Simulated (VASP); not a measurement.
# Bi2Se3 (P-1) in VASP: single point with PBE

Aim: the single point of Bi2Se3 with PBE.

Everything below comes from runs of VASP 6.6.1. Logs are shortened: lines on timing, memory, paths and dates and some standing lists are left out, and cuts for length are marked.

## (1) The cell of the first run

The typed cell holds 5 atoms: a = 9.910 Å, b = 9.819 Å, c = 9.795 Å, α = 24.17°, β = 24.48°, γ = 24.24°.

## (2) Single point, PBE (equal xy, yz and zx shear strains of +2 %)

INCAR

```
SYSTEM = Bi2Se3
ALGO = Normal
EDIFF = 1E-7
ENCUT = 520
GGA = PE
ISIF = 2
ISMEAR = -1
LASPH = .True.
LCHARG = .False.
LREAL = .False.
LWAVE = .False.
NBANDS = 32
NELM = 60
PREC = Accurate
SIGMA = 0.03
```

KPOINTS

```
k-points
0
Gamma
  6 6 6
  0 0 0
```

POSCAR

```
Bi2Se3
1.0
    2.1789124036      1.3121489696      9.5780047997
   -1.9640861900      1.2707189836      9.5365748138
    0.0715336865     -2.2965080533      9.5214103865
Bi Se
2 3
Direct
    0.4008000000      0.4008000000      0.4008000000
    0.5992000000      0.5992000000      0.5992000000
    0.0000000000      0.0000000000      0.0000000000
    0.2117000000      0.2117000000      0.2117000000
    0.7883000000      0.7883000000      0.7883000000
```

Potentials or basis: VASP PAW PBE potentials, release 64 (Bi_d, Se).

Started as:

```
> cat potpaw_PBE.64/Bi_d/POTCAR potpaw_PBE.64/Se/POTCAR > POTCAR
> mpirun -np 1 vasp_std > vasp.out
```

OUTCAR:

```text
SYSTEM = Bi2Se3
   EDIFF = 1E-7
   ENCUT = 520
   GGA = PE
   ISIF = 2
   ISMEAR = -1
   LASPH = .True.
   LREAL = .False.
   NELM = 60
   PREC = Accurate

 ion  position               nearest neighbor table
   1  0.401  0.401  0.401-   5 2.83   5 2.84   5 2.88   3 3.05   3 3.07   3 3.11
   2  0.599  0.599  0.599-   4 2.83   4 2.84   4 2.88   3 3.05   3 3.07   3 3.11
   3  0.000  0.000  0.000-   2 3.05   1 3.05   1 3.07   2 3.07   2 3.11   1 3.11
   4  0.212  0.212  0.212-   2 2.83   2 2.84   2 2.88
   5  0.788  0.788  0.788-   1 2.83   1 2.84   1 2.88

  LATTYP: Found a triclinic cell.
 ALAT       =     4.1071994077
 B/A-ratio  =     1.0088170701
 C/A-ratio  =     2.3847658486
 COS(alpha) =     0.0146781630
 COS(beta)  =     0.2036697513
 COS(gamma) =     0.4868514561

  Lattice vectors:

 A1 = (   2.0356198765,  -3.5672270369,  -0.0151644273)
 A2 = (   4.1429985936,   0.0414299860,   0.0414299859)
 A3 = (   0.0715336865,  -2.2965080533,   9.5214103865)

Analysis of symmetry for initial positions (statically):
=====================================================================
 Subroutine PRICEL returns:
 Original cell was already a primitive cell.

 Routine SETGRP: Setting up the symmetry group for a
 triclinic supercell.

 Subroutine GETGRP returns: Found  2 space group operations
 (whereof  2 operations were pure point group operations)
 out of a pool of  2 trial point group operations.

The static configuration has the point symmetry S_2 .

Analysis of symmetry for dynamics (positions and initial velocities):
=====================================================================
 Subroutine PRICEL returns:
 Original cell was already a primitive cell.

 Routine SETGRP: Setting up the symmetry group for a
 triclinic supercell.

 Subroutine GETGRP returns: Found  2 space group operations
 (whereof  2 operations were pure point group operations)
 out of a pool of  2 trial point group operations.

The dynamic configuration has the point symmetry S_2 .

 Subroutine INISYM returns: Found  2 space group operations
 (whereof  2 operations are pure point group operations),
 and found     1 'primitive' translations

----------------------------------------------------------------------------------------

                                     Primitive cell

  volume of cell :     141.8475

  direct lattice vectors                    reciprocal lattice vectors
     2.178912404  1.312148970  9.578004800     0.239693021  0.136647145  0.031157689
    -1.964086190  1.270718984  9.536574814    -0.243144729  0.141427716  0.035938261
     0.071533686 -2.296508053  9.521410386     0.002414243 -0.279112327  0.037688071

  length of vectors
     9.909973266  9.819298370  9.794708881     0.277661643  0.283571361  0.281655659

  position of ions in fractional coordinates (direct lattice)
     0.400800000  0.400800000  0.400800000
     0.599200000  0.599200000  0.599200000
     0.000000000  0.000000000  0.000000000
     0.211700000  0.211700000  0.211700000
     0.788300000  0.788300000  0.788300000

  ion indices of the primitive-cell ions
   primitive index   ion index
                 1           1
                 2           2
                 3           3
                 4           4
                 5           5

----------------------------------------------------------------------------------------

 KPOINTS: k-points

Automatic generation of k-mesh.
 Grid dimensions read from file:
 generate k-points for:    6    6    6

 Generating k-lattice:

  Cartesian coordinates                     Fractional coordinates (reciprocal lattice)
     0.039948837  0.022774524  0.005192948     0.166666667 -0.000000000  0.000000000
    -0.040524121  0.023571286  0.005989710    -0.000000000  0.166666667 -0.000000000
     0.000402374 -0.046518721  0.006281345     0.000000000  0.000000000  0.166666667

  Length of vectors
     0.046276940  0.047261893  0.046942610

  Shift w.r.t. Gamma in fractional coordinates (k-lattice)
     0.000000000  0.000000000  0.000000000

 Subroutine IBZKPT returns following result:
 ===========================================

 Found    112 irreducible k-points:

 Following reciprocal coordinates:
            Coordinates               Weight
  0.000000  0.000000  0.000000      1.000000
  0.166667  0.000000 -0.000000      2.000000
  0.333333  0.000000  0.000000      2.000000
  0.500000  0.000000  0.000000      1.000000
  0.000000  0.166667  0.000000      2.000000
  0.166667  0.166667 -0.000000      2.000000
[... 16 lines left out ...]
  0.333333  0.000000  0.166667      2.000000
  0.500000  0.000000  0.166667      2.000000
 [... further k-points ...]
   k-points           NKPTS =    112   k-points in BZ     NKDIM =    112   number of bands    NBANDS=     32
   number of dos      NEDOS =    301   number of ions     NIONS =      5
   total plane-waves  NPLWV = 512000
   dimension x,y,z NGX =    80 NGY =   80 NGZ =   80
   dimension x,y,z NGXF=   160 NGYF=  160 NGZF=  160
   ions per type =               2   3
   NGX,Y,Z   is equivalent  to a cutoff of  13.42, 13.54, 13.58 a.u.
   NGXF,Y,Z  is equivalent  to a cutoff of  26.84, 27.09, 27.16 a.u.
 SYSTEM =  Bi2Se3
   PREC   = accura    normal or accurate (medium, high low for compatibility)
   ISTART =      0    job   : 0-new  1-cont  2-samecut
   ICHARG =      2    charge: 1-file 2-atom 10-const
   ISPIN  =      1    spin polarized calculation?
   LNONCOLLINEAR =      F non collinear calculations
   LSORBIT =      F    spin-orbit coupling
   LASPH  =      T    aspherical Exc in radial PAW
   ENCUT  =  520.0 eV  38.22 Ry    6.18 a.u.  18.43 18.26 18.21*2*pi/ulx,y,z
   NELM   =     60;   NELMIN=  2; NELMDL= -5     # of ELM steps
   EDIFF  = 0.1E-06   stopping-criterion for ELM
   LREAL  =      F    real-space projection
   EDIFFG = 0.1E-05   stopping-criterion for IOM
   NSW    =      0    number of steps for IOM
   IBRION =     -1    ionic relax: 0-MD 1-quasi-New 2-CG
   NFREE  =      0    steps in history (QN), initial steepest desc. (CG)
   ISIF   =      2    stress and relaxation
   ISYM   =      2    0-nonsym 1-usesym 2-fastsym
   POTIM  = 0.5000    time-step for ionic-motion
   TEBEG  =    0.0;   TEEND  =   0.0 temperature during run
   PSTRESS=    0.0 pullay stress
   NELECT =      48.0000    total number of electrons
   NUPDOWN=      -1.0000    fix difference up-down
   EMIN   =  10.00;   EMAX   =-10.00  energy-range for DOS
   EFERMI =   0.00;   METHOD = LEGACY
   ISMEAR =    -1;   SIGMA  =   0.03  broadening in eV -4-tet -1-fermi 0-gaus
   EFERMI_NEDOS =   21; number of points for ismear=-14 and -15
   IALGO  =     38    algorithm
   IMIX   =      4    mixing-type and parameters
     AMIX     =   0.40;   BMIX     =  1.00
     AMIX_MAG =   1.60;   BMIX_MAG =  1.00
  volume/ion in A,a.u.               =      28.37       191.45
  Fermi-wavevector in a.u.,A,eV,Ry     =   1.140814  2.155825 17.707378  1.301456
  Thomas-Fermi vector in A             =   2.277515
   LORBIT       =      0    0 simple, 1 ext, 2 COOP (PROOUT), +10 PAW based schemes
   GGA     = PE    functional components
   LHFCALC =     F    Hartree Fock is set to
   AEXX    =    0.0000 exact exchange contribution
   IVDW    =     0    specifies the selected vdW correction
   LEPSILON=     F    determine dielectric tensor
   LRPA    =     F    only Hartree local field effects (RPA)
 non-spin polarized calculation
  energy-cutoff  :      520.00
  volume of cell :      141.85
 maximum number of plane-waves:      3852
 NGX is ok and might be reduce to    80
   NGX = 37   NGY = 37   NGZ = 37

 number of electron      47.9999997 magnetization

 Free energy of the ion-electron system (eV)
  ---------------------------------------------------
  ext. energy  EPLUGINS =         0.00000000
  ---------------------------------------------------
  free energy    TOTEN  =       -20.13825831 eV

  energy without entropy =      -20.13818418  energy(sigma->0) =      -20.13822124

 E-fermi :   5.0754     XC(G=0):  -9.4988

 val. band max:        4.9698595159   @ k =   0.0000   0.0000   0.0000
 cond. band min:       5.1809188238   @ k =   0.0000   0.0000   0.0000
 fundamental gap:      0.2110593079
 Fermi energy:         5.0753669119

 k-point     1 :       0.0000    0.0000    0.0000
  band No.  band energies     occupation
      1     -18.1627      2.00000
      2     -18.1614      2.00000
      3     -18.1574      2.00000
      4     -18.1559      2.00000
      5     -18.1496      2.00000
      6     -18.1476      2.00000
[... 24 lines left out ...]
     31      10.8074      0.00000
     32      11.8091      0.00000

 k-point     2 :       0.1667    0.0000   -0.0000
  band No.  band energies     occupation
      1     -18.1660      2.00000
      2     -18.1642      2.00000
      3     -18.1525      2.00000
      4     -18.1511      2.00000
      5     -18.1464      2.00000
      6     -18.1444      2.00000
[... 24 lines left out ...]
     31      10.0745      0.00000
     32      11.0085      0.00000

 k-point     3 :       0.3333    0.0000    0.0000
  band No.  band energies     occupation
      1     -18.1747      2.00000
      2     -18.1713      2.00000
      3     -18.1516      2.00000
      4     -18.1481      2.00000
      5     -18.1461      2.00000
      6     -18.1446      2.00000
[... 24 lines left out ...]
     31       9.5956      0.00000
     32      11.3166      0.00000

 k-point     4 :       0.5000    0.0000    0.0000
  band No.  band energies     occupation
      1     -18.1798      2.00000
      2     -18.1753      2.00000
      3     -18.1547      2.00000
      4     -18.1489      2.00000
      5     -18.1485      2.00000
      6     -18.1440      2.00000
[... 24 lines left out ...]
     31       9.3838      0.00000
     32      11.0900      0.00000

 k-point     5 :       0.0000    0.1667    0.0000
  band No.  band energies     occupation
      1     -18.1611      2.00000
      2     -18.1587      2.00000
      3     -18.1561      2.00000
      4     -18.1547      2.00000
      5     -18.1481      2.00000
      6     -18.1451      2.00000
[... 584 lines left out ...]
     31      10.1134      0.00000
     32      10.9992      0.00000

 k-point    22 :       0.1667    0.0000    0.1667
  band No.  band energies     occupation
      1     -18.1611      2.00000
      2     -18.1587      2.00000
      3     -18.1561      2.00000
      4     -18.1547      2.00000
      5     -18.1481      2.00000
      6     -18.1451      2.00000
[... 24 lines left out ...]
     31      10.2620      0.00000
     32      10.8823      0.00000

 k-point    23 :       0.3333    0.0000    0.1667
  band No.  band energies     occupation
      1     -18.1660      2.00000
      2     -18.1633      2.00000
      3     -18.1527      2.00000
      4     -18.1515      2.00000
      5     -18.1472      2.00000
      6     -18.1463      2.00000
[... 24 lines left out ...]
     31      10.1653      0.00000
     32      10.2640      0.00000

 k-point    24 :       0.5000    0.0000    0.1667
  band No.  band energies     occupation
      1     -18.1718      2.00000
      2     -18.1684      2.00000
      3     -18.1529      2.00000
      4     -18.1508      2.00000
      5     -18.1480      2.00000
      6     -18.1455      2.00000
[... 24 lines left out ...]
     31      10.0417      0.00000
     32      10.8480      0.00000

 [... further k-points ...]

------------------------ aborting loop because EDIFF is reached ----------------------------------------

  FORCE on cell =-STRESS in cart. coord.  units (eV):
  Direction    XX          YY          ZZ          XY          YZ          ZX
  --------------------------------------------------------------------------------------
  -------------------------------------------------------------------------------------
  Total        2.7924060      1.7648022      2.3217499     -0.1489803     -1.0451299     -0.5486963
  in kB       31.5404172     19.9335621     26.2243240     -1.6827428    -11.8048139     -6.1975620
  external PRESSURE =      25.8994344 kB  Pullay stress =       0.0000000 kB

 VOLUME and BASIS-vectors are now :
 -----------------------------------------------------------------------------
  energy-cutoff  :      520.00
  volume of cell :      141.85
      direct lattice vectors                 reciprocal lattice vectors
     2.178912404  1.312148970  9.578004800     0.239693021  0.136647145  0.031157689
    -1.964086190  1.270718984  9.536574814    -0.243144729  0.141427716  0.035938261
     0.071533686 -2.296508053  9.521410386     0.002414243 -0.279112327  0.037688071

 POSITION                                       TOTAL-FORCE (eV/Angst)
 -----------------------------------------------------------------------------------
      0.11477      0.11477     11.47730         0.036033      0.068770     -0.188454
      0.17159      0.17159     17.15869        -0.036033     -0.068770      0.188454
      0.00000      0.00000      0.00000        -0.000000      0.000000      0.000000
      0.06062      0.06062      6.06224         0.085180      0.161361     -0.192110
      0.22574      0.22574     22.57375        -0.085180     -0.161361      0.192110
 -----------------------------------------------------------------------------------
    total drift:                                0.000000      0.000000     -0.000000

  FREE ENERGIE OF THE ION-ELECTRON SYSTEM (eV)
  ---------------------------------------------------
  free  energy   TOTEN  =       -20.1382583079 eV

  energy  without entropy=      -20.1381841801  energy(sigma->0) =      -20.13822124
```

It took 68 min on 1 thread of Oxide Virtual Turin-like, shared host; peak memory 1.1 GiB.

What came out:

| Property | Result |
| --- | --- |
| Free energy | -20.1383 eV |
| Pressure | 2.6 GPa |
| Largest force | 0.265 eV/Å |
| Band gap on the k mesh | 0.21 eV |

Forces on the atoms (eV/Å):
```
Bi   0.036  0.069 -0.188
Bi  -0.036 -0.069  0.188
Se   0.000  0.000  0.000
Se   0.085  0.161 -0.192
Se  -0.085 -0.161  0.192
```

Caveat: the cell differs from its parent crystal (equal xy, yz and zx shear strains of +2 %); spin-orbit coupling is left out, which moves the levels of the heavy elements. A k mesh can miss the band edges.
